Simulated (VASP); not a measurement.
HfGe: single point with r2SCAN

Crystal: HfGe.

```
Hf Ge
1.0
     0.00000    3.72168    0.00000
     3.72168    0.00000    0.00000
     1.86084    1.86084   -2.92124
Hf Ge
1 1
Direct
  0.41400 0.41400 0.17200
  0.00000 0.00000 0.00000
```

```
Program                : VASP 6.6.1
Task                   : single point
Functional             : r2SCAN
Potentials or basis    : VASP PAW PBE potentials, release 64 (Hf_pv, Ge_d)
Cutoff                 : 520 eV
k mesh                 : 11 × 11 × 11
Occupations            : fermi-dirac, width 0.1 eV
Spin                   : no spin polarisation
Dipole correction      : no
Further INCAR settings : ALGO = Normal; EDIFF = 1e-07; NBANDS = 19
```

```
Pressure               : 7.0 GPa
Largest force          : 3.075 eV/Å
Band gap on the k mesh : zero (band 12 reaches 6.04 eV, above the bottom of band 13 at 5.32 eV)
```

Forces in eV/Å, atoms in the order of the input:
```
Hf   0.000  0.000  3.075
Ge   0.000  0.000 -3.075
```

Stress tensor (GPa, compression positive):
```
 3.92  0.00  0.00
 0.00  3.92  0.00
 0.00  0.00 13.07
```

Levels at points of the mesh, in eV from the Fermi level:
```csv
k point,band 8,band 9,band 10,band 11,band 12,band 13,band 14,band 15,band 16,band 17
"(0.00, 0.00, 0.00)",-24.37,-11.39,-0.98,-0.36,-0.36,0.06,1.73,4.03,4.03,4.73
```

Wall time 4.1 min on 1 thread of Intel(R) Xeon(R) Platinum 8375C CPU @ 2.90GHz (Ice Lake) (shared host), peak memory 0.24 GiB.

Caveat: the PAW data sets were made with another functional, which shifts forces and pressure a little; spin-orbit coupling is left out, which moves the levels of the heavy elements.
